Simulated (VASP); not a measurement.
Write the native input for VASP 6.6.1 that does the following.

* Task: single point
* Functional: PBE
* Potentials or basis: VASP PAW PBE potentials, release 64 (Li_sv)
* Cutoff: 520 eV
* k mesh: 13 × 13 × 13
* Occupations: fermi-dirac, width 0.08 eV
* Spin: no spin polarisation
* Dipole correction: no
* Further INCAR settings: ALGO = Normal; EDIFF = 1e-07; NBANDS = 10

The structure of Li lies in POSCAR:

```
Li
1.0
    1.4834735485     -0.8564838527      4.8827910641
    0.0000000000      1.7129677050      4.8827910642
   -1.4834735485     -0.8564838527      4.8827910641
Li
2
Direct
    0.2500000000      0.2500000000      0.2500000000
   -0.2500000000     -0.2500000000     -0.2500000000
```

The input as run:

INCAR

```
  PREC = Accurate
  ENCUT = 520
  EDIFF = 1E-7
  ISMEAR = -1
  SIGMA = 0.08
  LREAL = False
  LASPH = True
  NELM = 60
  ALGO = Normal
  ISIF = 2
  LWAVE = False
  LCHARG = False
  GGA = PE
  NBANDS = 10
```

KPOINTS

```
regular mesh
0
Gamma
  13 13 13
```

Potentials or basis: VASP PAW PBE potentials, release 64 (Li_sv).

Command:

```sh
$ cat potpaw_PBE.64/Li_sv/POTCAR > POTCAR
$ mpirun -np 1 vasp_std > vasp.out
```

Results of the run:

```json
{
 "Band gap on the k mesh": "zero (band 3 reaches 2.50 eV, above the bottom of band 4 at -1.50 eV)"
}
```

Wall time 2.4 min on 1 thread of Intel(R) Xeon(R) Platinum 8488C (Sapphire Rapids), with other jobs on the host, peak memory 0.24 GiB.
